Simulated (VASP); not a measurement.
# Zr3B (Im-3m) in VASP: single point with PBE

Aim: the single point of Zr3B with PBE.

Everything below comes from runs of VASP 6.6.1. Logs are shortened: lines on timing, memory, paths and dates and some standing lists are left out, and cuts for length are marked.

### 1 The cell of the first run

It takes space group Im-3m (No. 229, cubic). The conventional cell has a = 5.230 Å, b = 5.230 Å, c = 5.230 Å, α = 90.00°, β = 90.00°, γ = 90.00°. Within 3.4 Å of Zr (site symmetry 4/mmm) lie 4 Zr at 2.61 Å and 2 B at 2.61 Å. Within 3.4 Å of B (site symmetry m-3m) lie 6 Zr at 2.61 Å.

### 2 Single point, PBE

Input file INCAR:

```
SYSTEM = Zr3B
PREC = Accurate ; ENCUT = 520
EDIFF = 1E-7 ; ISMEAR = 0
SIGMA = 0.1 ; LREAL = .FALSE.
LASPH = .TRUE. ; NELM = 80
ALGO = Normal ; ISIF = 2
LWAVE = .FALSE. ; LCHARG = .FALSE.
GGA = PE ; NBANDS = 28
```

Input file KPOINTS:

```
Automatic mesh
0
G
  6 6 6
  0 0 0
```

Input file POSCAR:

```
Zr3B
1.0
   -2.6148008000      2.6148008000      2.6148008000
    2.6148008000     -2.6148008000      2.6148008000
    2.6148008000      2.6148008000     -2.6148008000
Zr B
3 1
Direct
    0.0000000000      0.5000000000      0.5000000000
    0.5000000000      0.0000000000      0.5000000000
    0.5000000000      0.5000000000      0.0000000000
    0.0000000000      0.0000000000      0.0000000000
```

Potentials or basis: VASP PAW PBE potentials, release 64 (Zr_sv, B).

Command:

```
> cat potpaw_PBE.64/Zr_sv/POTCAR potpaw_PBE.64/B/POTCAR > POTCAR
> mpirun -np 1 vasp_std > vasp.out
```

OUTCAR:

```text
SYSTEM = Zr3B
   PREC = Accurate
   ENCUT = 520
   EDIFF = 1E-7
   ISMEAR = 0
   LREAL = .FALSE.
   LASPH = .TRUE.
   NELM = 80
   ISIF = 2
   GGA = PE

 ion  position               nearest neighbor table
   1  0.000  0.500  0.500-   2 2.61   3 2.61   4 2.61   4 2.61   3 2.61   2 2.61   2 3.70   2 3.70
                             3 3.70   3 3.70   2 3.70   2 3.70   3 3.70   3 3.70
   2  0.500  0.000  0.500-   1 2.61   3 2.61   4 2.61   3 2.61   4 2.61   1 2.61   3 3.70   1 3.70
                             1 3.70   3 3.70   1 3.70   1 3.70   3 3.70   3 3.70
   3  0.500  0.500  0.000-   1 2.61   2 2.61   4 2.61   2 2.61   1 2.61   4 2.61   1 3.70   1 3.70
                             2 3.70   2 3.70   2 3.70   1 3.70   1 3.70   2 3.70
   4  0.000  0.000  0.000-   1 2.61   2 2.61   3 2.61   1 2.61   2 2.61   3 2.61

  LATTYP: Found a body centered cubic cell.
 ALAT       =     5.2296016000

  Lattice vectors:

 A1 = (  -2.6148008000,   2.6148008000,   2.6148008000)
 A2 = (   2.6148008000,  -2.6148008000,   2.6148008000)
 A3 = (   2.6148008000,   2.6148008000,  -2.6148008000)

Analysis of symmetry for initial positions (statically):
=====================================================================
 Subroutine PRICEL returns:
 Original cell was already a primitive cell.

 Routine SETGRP: Setting up the symmetry group for a
 body centered cubic supercell.

 Subroutine GETGRP returns: Found 48 space group operations
 (whereof 48 operations were pure point group operations)
 out of a pool of 48 trial point group operations.

The static configuration has the point symmetry O_h .

Analysis of symmetry for dynamics (positions and initial velocities):
=====================================================================
 Subroutine PRICEL returns:
 Original cell was already a primitive cell.

 Routine SETGRP: Setting up the symmetry group for a
 body centered cubic supercell.

 Subroutine GETGRP returns: Found 48 space group operations
 (whereof 48 operations were pure point group operations)
 out of a pool of 48 trial point group operations.

The dynamic configuration has the point symmetry O_h .

 Subroutine INISYM returns: Found 48 space group operations
 (whereof 48 operations are pure point group operations),
 and found     1 'primitive' translations

----------------------------------------------------------------------------------------

                                     Primitive cell

  volume of cell :      71.5115

  direct lattice vectors                    reciprocal lattice vectors
    -2.614800800  2.614800800  2.614800800     0.000000000  0.191219155  0.191219155
     2.614800800 -2.614800800  2.614800800     0.191219155  0.000000000  0.191219155
     2.614800800  2.614800800 -2.614800800     0.191219155  0.191219155  0.000000000

  length of vectors
     4.528967837  4.528967837  4.528967837     0.270424723  0.270424723  0.270424723

  position of ions in fractional coordinates (direct lattice)
     0.000000000  0.500000000  0.500000000
     0.500000000  0.000000000  0.500000000
     0.500000000  0.500000000  0.000000000
     0.000000000  0.000000000  0.000000000

  ion indices of the primitive-cell ions
   primitive index   ion index
                 1           1
                 2           2
                 3           3
                 4           4

----------------------------------------------------------------------------------------

 KPOINTS: Automatic mesh

Automatic generation of k-mesh.
 Grid dimensions read from file:
 generate k-points for:    6    6    6

 Generating k-lattice:

  Cartesian coordinates                     Fractional coordinates (reciprocal lattice)
     0.000000000  0.031869859  0.031869859     0.166666667  0.000000000  0.000000000
     0.031869859  0.000000000  0.031869859     0.000000000  0.166666667  0.000000000
     0.031869859  0.031869859  0.000000000     0.000000000  0.000000000  0.166666667

  Length of vectors
     0.045070787  0.045070787  0.045070787

  Shift w.r.t. Gamma in fractional coordinates (k-lattice)
     0.000000000  0.000000000  0.000000000

 Subroutine IBZKPT returns following result:
 ===========================================

 Found     16 irreducible k-points:

 Following reciprocal coordinates:
            Coordinates               Weight
  0.000000  0.000000  0.000000      1.000000
  0.166667  0.000000  0.000000     12.000000
  0.333333  0.000000  0.000000     12.000000
  0.500000  0.000000  0.000000      6.000000
  0.166667  0.166667  0.000000     24.000000
  0.333333  0.166667  0.000000     48.000000
[... 8 lines left out ...]
  0.500000  0.500000  0.333333     12.000000
  0.500000  0.500000  0.500000      1.000000
   k-points           NKPTS =     16   k-points in BZ     NKDIM =     16   number of bands    NBANDS=     28
   number of dos      NEDOS =    301   number of ions     NIONS =      4
   total plane-waves  NPLWV =  46656
   dimension x,y,z NGX =    36 NGY =   36 NGZ =   36
   dimension x,y,z NGXF=    72 NGYF=   72 NGZF=   72
   ions per type =               3   1
   NGX,Y,Z   is equivalent  to a cutoff of  13.21, 13.21, 13.21 a.u.
   NGXF,Y,Z  is equivalent  to a cutoff of  26.43, 26.43, 26.43 a.u.
 SYSTEM =  Zr3B
   PREC   = accura    normal or accurate (medium, high low for compatibility)
   ISTART =      0    job   : 0-new  1-cont  2-samecut
   ICHARG =      2    charge: 1-file 2-atom 10-const
   ISPIN  =      1    spin polarized calculation?
   LNONCOLLINEAR =      F non collinear calculations
   LSORBIT =      F    spin-orbit coupling
   LASPH  =      T    aspherical Exc in radial PAW
   ENCUT  =  520.0 eV  38.22 Ry    6.18 a.u.   8.42  8.42  8.42*2*pi/ulx,y,z
   NELM   =     80;   NELMIN=  2; NELMDL= -5     # of ELM steps
   EDIFF  = 0.1E-06   stopping-criterion for ELM
   LREAL  =      F    real-space projection
   EDIFFG = 0.1E-05   stopping-criterion for IOM
   NSW    =      0    number of steps for IOM
   IBRION =     -1    ionic relax: 0-MD 1-quasi-New 2-CG
   NFREE  =      0    steps in history (QN), initial steepest desc. (CG)
   ISIF   =      2    stress and relaxation
   ISYM   =      2    0-nonsym 1-usesym 2-fastsym
   POTIM  = 0.5000    time-step for ionic-motion
   TEBEG  =    0.0;   TEEND  =   0.0 temperature during run
   PSTRESS=    0.0 pullay stress
   NELECT =      39.0000    total number of electrons
   NUPDOWN=      -1.0000    fix difference up-down
   EMIN   =  10.00;   EMAX   =-10.00  energy-range for DOS
   EFERMI =   0.00;   METHOD = LEGACY
   ISMEAR =     0;   SIGMA  =   0.10  broadening in eV -4-tet -1-fermi 0-gaus
   EFERMI_NEDOS =   21; number of points for ismear=-14 and -15
   IALGO  =     38    algorithm
   IMIX   =      4    mixing-type and parameters
     AMIX     =   0.40;   BMIX     =  1.00
     AMIX_MAG =   1.60;   BMIX_MAG =  1.00
  volume/ion in A,a.u.               =      17.88       120.65
  Fermi-wavevector in a.u.,A,eV,Ry     =   1.337533  2.527570 24.340739  1.788994
  Thomas-Fermi vector in A             =   2.466074
   LORBIT       =      0    0 simple, 1 ext, 2 COOP (PROOUT), +10 PAW based schemes
   GGA     = PE    functional components
   LHFCALC =     F    Hartree Fock is set to
   AEXX    =    0.0000 exact exchange contribution
   IVDW    =     0    specifies the selected vdW correction
   LEPSILON=     F    determine dielectric tensor
   LRPA    =     F    only Hartree local field effects (RPA)
 non-spin polarized calculation
 Gauss-broadening in eV      SIGMA  =   0.10
  energy-cutoff  :      520.00
  volume of cell :       71.51
 maximum number of plane-waves:      1961
 NGX is ok and might be reduce to    36
   NGX = 17   NGY = 17   NGZ = 17

 number of electron      39.0000000 magnetization

 Free energy of the ion-electron system (eV)
  ---------------------------------------------------
  ext. energy  EPLUGINS =         0.00000000
  ---------------------------------------------------
  free energy    TOTEN  =       -28.64303224 eV

  energy without entropy =      -28.61344993  energy(sigma->0) =      -28.62824108

 E-fermi :   9.3892     XC(G=0): -11.4334

 val. band max:        9.3703645780   @ k =   0.3333   0.0000   0.0000
 cond. band min:       9.4021703743   @ k =  -0.3333   0.3333   0.3333
 fundamental gap:      0.0318057962
 Fermi energy:         9.3892120534

 k-point     1 :       0.0000    0.0000    0.0000
  band No.  band energies     occupation
      1     -39.3104      2.00000
      2     -38.6614      2.00000
      3     -38.6614      2.00000
      4     -18.3981      2.00000
      5     -18.3981      2.00000
      6     -18.3981      2.00000
[... 20 lines left out ...]
     27      13.6118      0.00000
     28      15.5490      0.00000

 k-point     2 :       0.1667    0.0000    0.0000
  band No.  band energies     occupation
      1     -39.2727      2.00000
      2     -38.7015      2.00000
      3     -38.6642      2.00000
      4     -18.4035      2.00000
      5     -18.2497      2.00000
      6     -18.2412      2.00000
[... 20 lines left out ...]
     27      14.3289      0.00000
     28      14.7161      0.00000

 k-point     3 :       0.3333    0.0000    0.0000
  band No.  band energies     occupation
      1     -39.1742      2.00000
      2     -38.8045      2.00000
      3     -38.6697      2.00000
      4     -18.4143      2.00000
      5     -17.8356      2.00000
      6     -17.8063      2.00000
[... 20 lines left out ...]
     27      13.7762      0.00000
     28      14.4511      0.00000

 k-point     4 :       0.5000    0.0000    0.0000
  band No.  band energies     occupation
      1     -39.0930      2.00000
      2     -38.8881      2.00000
      3     -38.6724      2.00000
      4     -18.4198      2.00000
      5     -17.3424      2.00000
      6     -17.2398      2.00000
[... 330 lines left out ...]
     27      13.1735      0.00000
     28      14.4510      0.00000

 k-point    15 :       0.5000    0.5000    0.3333
  band No.  band energies     occupation
      1     -39.0837      2.00000
      2     -39.0464      2.00000
      3     -38.5061      2.00000
      4     -18.4817      2.00000
      5     -18.3415      2.00000
      6     -18.3339      2.00000
[... 20 lines left out ...]
     27      13.9124      0.00000
     28      14.0053      0.00000

 k-point    16 :       0.5000    0.5000    0.5000
  band No.  band energies     occupation
      1     -39.0806      2.00000
      2     -39.0806      2.00000
      3     -38.4692      2.00000
      4     -18.5013      2.00000
      5     -18.5013      2.00000
      6     -18.5013      2.00000
[... 20 lines left out ...]
     27      13.0388      0.00000
     28      15.3729      0.00000

------------------------ aborting loop because EDIFF is reached ----------------------------------------

  FORCE on cell =-STRESS in cart. coord.  units (eV):
  Direction    XX          YY          ZZ          XY          YZ          ZX
  --------------------------------------------------------------------------------------
  -------------------------------------------------------------------------------------
  Total        5.0208567      5.0208567      5.0208567     -0.0000000      0.0000000      0.0000000
  in kB      112.4896562    112.4896562    112.4896562     -0.0000000      0.0000000      0.0000000
  external PRESSURE =     112.4896562 kB  Pullay stress =       0.0000000 kB

 VOLUME and BASIS-vectors are now :
 -----------------------------------------------------------------------------
  energy-cutoff  :      520.00
  volume of cell :       71.51
      direct lattice vectors                 reciprocal lattice vectors
    -2.614800800  2.614800800  2.614800800     0.000000000  0.191219155  0.191219155
     2.614800800 -2.614800800  2.614800800     0.191219155  0.000000000  0.191219155
     2.614800800  2.614800800 -2.614800800     0.191219155  0.191219155  0.000000000

 POSITION                                       TOTAL-FORCE (eV/Angst)
 -----------------------------------------------------------------------------------
      2.61480      0.00000      0.00000         0.000000      0.000000     -0.000000
      0.00000      2.61480      0.00000         0.000000      0.000000      0.000000
      0.00000      0.00000      2.61480        -0.000000     -0.000000      0.000000
      0.00000      0.00000      0.00000         0.000000      0.000000     -0.000000
 -----------------------------------------------------------------------------------
    total drift:                                0.000000      0.000000     -0.000000

  FREE ENERGIE OF THE ION-ELECTRON SYSTEM (eV)
  ---------------------------------------------------
  free  energy   TOTEN  =       -28.6430322373 eV

  energy  without entropy=      -28.6134499258  energy(sigma->0) =      -28.62824108
```

Wall time 30 s (1 thread of Intel Xeon 6975P-C, shared host); peak memory 0.21 GiB.

Results:

| Quantity | Value |
| --- | --- |
| Free energy | -28.6430 eV |
| Pressure | 11.2 GPa |

Levels at points of the mesh, in eV from the Fermi level:
```tsv
k point	band 15	band 16	band 17	band 18	band 19	band 20	band 21	band 22	band 23	band 24
(0.00, 0.00, 0.00)	-3.52	-3.52	-2.19	-1.98	-1.98	0.37	0.37	0.37	4.15	4.15
(0.50, 0.00, 0.00)	-3.21	-2.19	-1.71	-0.41	-0.40	0.34	1.38	1.53	1.64	1.89
(0.50, 0.50, 0.50)	-1.78	-1.73	-1.59	-1.59	-1.59	-1.24	-1.24	-1.24	3.22	3.22
```
